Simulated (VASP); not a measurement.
# PbF2 in VASP: single point with PBE

Aim: the single point of PbF2 with PBE.

Program: VASP 6.6.1. These are calculated values, not measurements. Logs are shortened: lines on timing, memory, paths and dates and some standing lists are left out, and cuts for length are marked.

## 1. The cell of the first run

The cell holds a slab with vacuum, 12 atoms: a = 4.243 Å, b = 4.243 Å, c = 25.500 Å, α = 90.00°, β = 90.00°, γ = 90.00°.

## 2. Single point, PBE

The input, INCAR:

```
PREC = Accurate
ENCUT = 520
EDIFF = 1E-7
ISMEAR = 0
SIGMA = 0.05
LREAL = F
LASPH = T
NELM = 100
ALGO = Normal
ISIF = 2
LWAVE = F
LCHARG = F
LDIPOL = T
IDIPOL = 3
DIPOL = 0.5 0.5 0.490
GGA = PE
NBANDS = 68
```

The input, KPOINTS:

```
Automatic mesh
0
Gamma
  6 6 1
```

The input, POSCAR:

```
PbF2
1.0
    4.2427419540      0.0000000000      0.0000000000
    0.0000000000      4.2427419540      0.0000000000
    0.0000000000      0.0000000000     25.5002506228
F Pb
8 4
Direct
    0.5000000000      0.0000000000      0.2816960174
    0.0000000000      0.5000000000      0.2816960174
    0.0000000000      0.5000000000      0.4081072814
    0.5000000000      0.0000000000      0.4081072814
    0.5000000000      0.0000000000      0.5430672527
    0.0000000000      0.5000000000      0.5430672527
    0.0000000000      0.5000000000      0.6791059884
    0.5000000000      0.0000000000      0.6791059884
    0.5000000000      0.5000000000      0.3128082781
    0.0000000000      0.0000000000      0.4470323818
    0.5000000000      0.5000000000      0.5820029775
    0.0000000000      0.0000000000      0.7165545721
```

Potentials or basis: VASP PAW PBE potentials, release 64 (F, Pb_d).

On the command line:

```
$ cat potpaw_PBE.64/F/POTCAR potpaw_PBE.64/Pb_d/POTCAR > POTCAR
$ mpirun -np 1 vasp_std > vasp.out
```

OUTCAR:

```text
PREC = Accurate
   ENCUT = 520
   EDIFF = 1E-7
   ISMEAR = 0
   LREAL = F
   LASPH = T
   NELM = 100
   ISIF = 2
   GGA = PE

 ion  position               nearest neighbor table
   1  0.500  0.000  0.282-   9 2.26   9 2.26
   2  0.000  0.500  0.282-   9 2.26   9 2.26
   3  0.000  0.500  0.408-  10 2.34  10 2.34
   4  0.500  0.000  0.408-  10 2.34  10 2.34
   5  0.500  0.000  0.543-  11 2.34  11 2.34
   6  0.000  0.500  0.543-  11 2.34  11 2.34
   7  0.000  0.500  0.679-  12 2.33  12 2.33
   8  0.500  0.000  0.679-  12 2.33  12 2.33
   9  0.500  0.500  0.313-   1 2.26   2 2.26   1 2.26   2 2.26
  10  0.000  0.000  0.447-   3 2.34   4 2.34   3 2.34   4 2.34
  11  0.500  0.500  0.582-   5 2.34   6 2.34   5 2.34   6 2.34
  12  0.000  0.000  0.717-   7 2.33   8 2.33   7 2.33   8 2.33

  LATTYP: Found a simple tetragonal cell.
 ALAT       =     4.2427419540
 C/A-ratio  =     6.0103232530

  Lattice vectors:

 A1 = (   4.2427419540,   0.0000000000,   0.0000000000)
 A2 = (   0.0000000000,   4.2427419540,   0.0000000000)
 A3 = (   0.0000000000,   0.0000000000,  25.5002506228)

Analysis of symmetry for initial positions (statically):
=====================================================================
 Subroutine PRICEL returns:
 Original cell was already a primitive cell.

 Routine SETGRP: Setting up the symmetry group for a
 simple tetragonal supercell.

 Subroutine GETGRP returns: Found  8 space group operations
 (whereof  8 operations were pure point group operations)
 out of a pool of 16 trial point group operations.

The static configuration has the point symmetry C_4v.

Analysis of symmetry for dynamics (positions and initial velocities):
=====================================================================
 Subroutine PRICEL returns:
 Original cell was already a primitive cell.

 Routine SETGRP: Setting up the symmetry group for a
 simple tetragonal supercell.

 Subroutine GETGRP returns: Found  8 space group operations
 (whereof  8 operations were pure point group operations)
 out of a pool of 16 trial point group operations.

The dynamic configuration has the point symmetry C_4v.

 Subroutine INISYM returns: Found  8 space group operations
 (whereof  8 operations are pure point group operations),
 and found     1 'primitive' translations

----------------------------------------------------------------------------------------

                                     Primitive cell

  volume of cell :     459.0264

  direct lattice vectors                    reciprocal lattice vectors
     4.242741954  0.000000000  0.000000000     0.235696635  0.000000000  0.000000000
     0.000000000  4.242741954  0.000000000     0.000000000  0.235696635  0.000000000
     0.000000000  0.000000000 25.500250623     0.000000000  0.000000000  0.039215301

  length of vectors
     4.242741954  4.242741954 25.500250623     0.235696635  0.235696635  0.039215301

  position of ions in fractional coordinates (direct lattice)
     0.500000000  0.000000000  0.281696017
     0.000000000  0.500000000  0.281696017
     0.000000000  0.500000000  0.408107281
     0.500000000  0.000000000  0.408107281
     0.500000000  0.000000000  0.543067253
     0.000000000  0.500000000  0.543067253
     0.000000000  0.500000000  0.679105988
     0.500000000  0.000000000  0.679105988
     0.500000000  0.500000000  0.312808278
     0.000000000  0.000000000  0.447032382
     0.500000000  0.500000000  0.582002977
     0.000000000  0.000000000  0.716554572

  ion indices of the primitive-cell ions
   primitive index   ion index
                 1           1
                 2           2
                 3           3
                 4           4
                 5           5
                 6           6
                 7           7
                 8           8
                 9           9
                10          10
                11          11
                12          12

----------------------------------------------------------------------------------------

 KPOINTS: Automatic mesh

Automatic generation of k-mesh.
 Grid dimensions read from file:
 generate k-points for:    6    6    1

 Generating k-lattice:

  Cartesian coordinates                     Fractional coordinates (reciprocal lattice)
     0.039282772  0.000000000  0.000000000     0.166666667  0.000000000  0.000000000
     0.000000000  0.039282772  0.000000000     0.000000000  0.166666667  0.000000000
     0.000000000  0.000000000  0.039215301     0.000000000  0.000000000  1.000000000

  Length of vectors
     0.039282772  0.039282772  0.039215301

  Shift w.r.t. Gamma in fractional coordinates (k-lattice)
     0.000000000  0.000000000  0.000000000

 Subroutine IBZKPT returns following result:
 ===========================================

 Found     10 irreducible k-points:

 Following reciprocal coordinates:
            Coordinates               Weight
  0.000000  0.000000  0.000000      1.000000
  0.166667  0.000000  0.000000      4.000000
  0.333333  0.000000  0.000000      4.000000
  0.500000  0.000000  0.000000      2.000000
  0.166667  0.166667  0.000000      4.000000
  0.333333  0.166667  0.000000      8.000000
  0.500000  0.166667  0.000000      4.000000
  0.333333  0.333333  0.000000      4.000000
  0.500000  0.333333  0.000000      4.000000
  0.500000  0.500000  0.000000      1.000000
   k-points           NKPTS =     10   k-points in BZ     NKDIM =     10   number of bands    NBANDS=     68
   number of dos      NEDOS =    301   number of ions     NIONS =     12
   total plane-waves  NPLWV = 196608
   dimension x,y,z NGX =    32 NGY =   32 NGZ =  192
   dimension x,y,z NGXF=    64 NGYF=   64 NGZF=  384
   ions per type =               8   4
   NGX,Y,Z   is equivalent  to a cutoff of  12.54, 12.54, 12.52 a.u.
   NGXF,Y,Z  is equivalent  to a cutoff of  25.08, 25.08, 25.03 a.u.
 SYSTEM =  unknown system
   PREC   = accura    normal or accurate (medium, high low for compatibility)
   ISTART =      0    job   : 0-new  1-cont  2-samecut
   ICHARG =      2    charge: 1-file 2-atom 10-const
   ISPIN  =      1    spin polarized calculation?
   LNONCOLLINEAR =      F non collinear calculations
   LSORBIT =      F    spin-orbit coupling
   LASPH  =      T    aspherical Exc in radial PAW
   ENCUT  =  520.0 eV  38.22 Ry    6.18 a.u.   7.89  7.89 47.41*2*pi/ulx,y,z
   NELM   =    100;   NELMIN=  2; NELMDL= -5     # of ELM steps
   EDIFF  = 0.1E-06   stopping-criterion for ELM
   LREAL  =      F    real-space projection
   EDIFFG = 0.1E-05   stopping-criterion for IOM
   NSW    =      0    number of steps for IOM
   IBRION =     -1    ionic relax: 0-MD 1-quasi-New 2-CG
   NFREE  =      0    steps in history (QN), initial steepest desc. (CG)
   ISIF   =      2    stress and relaxation
   ISYM   =      2    0-nonsym 1-usesym 2-fastsym
   POTIM  = 0.5000    time-step for ionic-motion
   TEBEG  =    0.0;   TEEND  =   0.0 temperature during run
   PSTRESS=    0.0 pullay stress
   NELECT =     112.0000    total number of electrons
   NUPDOWN=      -1.0000    fix difference up-down
   EMIN   =  10.00;   EMAX   =-10.00  energy-range for DOS
   EFERMI =   0.00;   METHOD = LEGACY
   ISMEAR =     0;   SIGMA  =   0.05  broadening in eV -4-tet -1-fermi 0-gaus
   EFERMI_NEDOS =   21; number of points for ismear=-14 and -15
   IALGO  =     38    algorithm
   IMIX   =      4    mixing-type and parameters
     AMIX     =   0.40;   BMIX     =  1.00
     AMIX_MAG =   1.60;   BMIX_MAG =  1.00
  volume/ion in A,a.u.               =      38.25       258.14
  Fermi-wavevector in a.u.,A,eV,Ry     =   1.022983  1.933157 14.238409  1.046494
  Thomas-Fermi vector in A             =   2.156692
   LORBIT       =      0    0 simple, 1 ext, 2 COOP (PROOUT), +10 PAW based schemes
   GGA     = PE    functional components
   LHFCALC =     F    Hartree Fock is set to
   AEXX    =    0.0000 exact exchange contribution
   IVDW    =     0    specifies the selected vdW correction
   LEPSILON=     F    determine dielectric tensor
   LRPA    =     F    only Hartree local field effects (RPA)
 non-spin polarized calculation
 Gauss-broadening in eV      SIGMA  =   0.05
  energy-cutoff  :      520.00
  volume of cell :      459.03
 maximum number of plane-waves:     12389
 NGX is ok and might be reduce to    32
   NGX = 15   NGY = 15   NGZ = 95

 number of electron     111.9999931 magnetization

 dipolmoment           0.000000      0.000000     -0.550289 electrons x Angstroem

 Free energy of the ion-electron system (eV)
  ---------------------------------------------------
  ext. energy  EPLUGINS =         0.00000000
  ---------------------------------------------------
  free energy    TOTEN  =       -54.44503207 eV

  energy without entropy =      -54.44128460  energy(sigma->0) =      -54.44315833

 E-fermi :  -1.1737     XC(G=0):  -5.0674

 val. band max:       -1.2276478160   @ k =   0.3333   0.3333   0.0000
 cond. band min:      -1.1292992034   @ k =   0.5000   0.3333   0.0000
 fundamental gap:      0.0983486126
 Fermi energy:        -1.1736702094

 k-point     1 :       0.0000    0.0000    0.0000
  band No.  band energies     occupation
      1     -25.8799      2.00000
      2     -25.6017      2.00000
      3     -24.5457      2.00000
      4     -24.2630      2.00000
      5     -23.2997      2.00000
      6     -23.0165      2.00000
[... 60 lines left out ...]
     67       4.4399      0.00000
     68       4.9080      0.00000
[... 637 lines left out ...]
     67       4.2732      0.00000
     68       4.5532      0.00000

------------------------ aborting loop because EDIFF is reached ----------------------------------------

 vacuum level on the upper side and lower side of the slab       (xc-potential included)        -3.080         2.476

  FORCE on cell =-STRESS in cart. coord.  units (eV):
  Direction    XX          YY          ZZ          XY          YZ          ZX
  --------------------------------------------------------------------------------------
  -------------------------------------------------------------------------------------
  Total        1.5918932      1.5918932     -0.2715244      0.0000000      0.0000000      0.0000000
  in kB        5.5563145      5.5563145     -0.9477239      0.0000000      0.0000000      0.0000000
  external PRESSURE =       3.3883017 kB  Pullay stress =       0.0000000 kB

 VOLUME and BASIS-vectors are now :
 -----------------------------------------------------------------------------
  energy-cutoff  :      520.00
  volume of cell :      459.03
      direct lattice vectors                 reciprocal lattice vectors
     4.242741954  0.000000000  0.000000000     0.235696635  0.000000000  0.000000000
     0.000000000  4.242741954  0.000000000     0.000000000  0.235696635  0.000000000
     0.000000000  0.000000000 25.500250623     0.000000000  0.000000000  0.039215301

 POSITION                                       TOTAL-FORCE (eV/Angst)
 -----------------------------------------------------------------------------------
      2.12137      0.00000      7.18332         0.000000      0.000000     -0.000831
      0.00000      2.12137      7.18332         0.000000     -0.000000     -0.000831
      0.00000      2.12137     10.40684        -0.000000      0.000000     -0.012919
      2.12137      0.00000     10.40684         0.000000      0.000000     -0.012919
      2.12137      0.00000     13.84835         0.000000      0.000000     -0.016470
      0.00000      2.12137     13.84835         0.000000     -0.000000     -0.016470
      0.00000      2.12137     17.31737         0.000000     -0.000000     -0.016900
      2.12137      0.00000     17.31737         0.000000      0.000000     -0.016900
      2.12137      2.12137      7.97669         0.000000      0.000000      0.002482
      0.00000      0.00000     11.39944         0.000000      0.000000      0.026386
      2.12137      2.12137     14.84122        -0.000000      0.000000      0.035083
      0.00000      0.00000     18.27232         0.000000      0.000000      0.030290
 -----------------------------------------------------------------------------------
    total drift:                                0.000000      0.000000      0.004740

  FREE ENERGIE OF THE ION-ELECTRON SYSTEM (eV)
  ---------------------------------------------------
  free  energy   TOTEN  =       -54.4450320681 eV

  energy  without entropy=      -54.4412846003  energy(sigma->0) =      -54.44315833

 vacuum level on the upper side and lower side of the slab         0.945         6.617
```

Run time: 12 min. Hardware: 1 thread of Intel Xeon Platinum 8259CL at 2.50GHz (Skylake/Cascade Lake), shared host; peak memory 0.59 GiB.

Results:

| Item | Value |
| --- | --- |
| Free energy | -54.4450 eV |
| Largest force | 0.035 eV/Å |
| Band gap on the k mesh | zero (bands 56 and 57 overlap by 0.64 eV) |

Forces in eV/Å, atoms in the order of the input:
```
F    0.000  0.000 -0.001
F    0.000  0.000 -0.001
F    0.000  0.000 -0.013
F    0.000  0.000 -0.013
F    0.000  0.000 -0.016
F    0.000  0.000 -0.016
F    0.000  0.000 -0.017
F    0.000  0.000 -0.017
Pb   0.000  0.000  0.002
Pb   0.000  0.000  0.026
Pb   0.000  0.000  0.035
Pb   0.000  0.000  0.030
```

Caveat: spin-orbit coupling is left out, which moves the levels of the heavy elements.
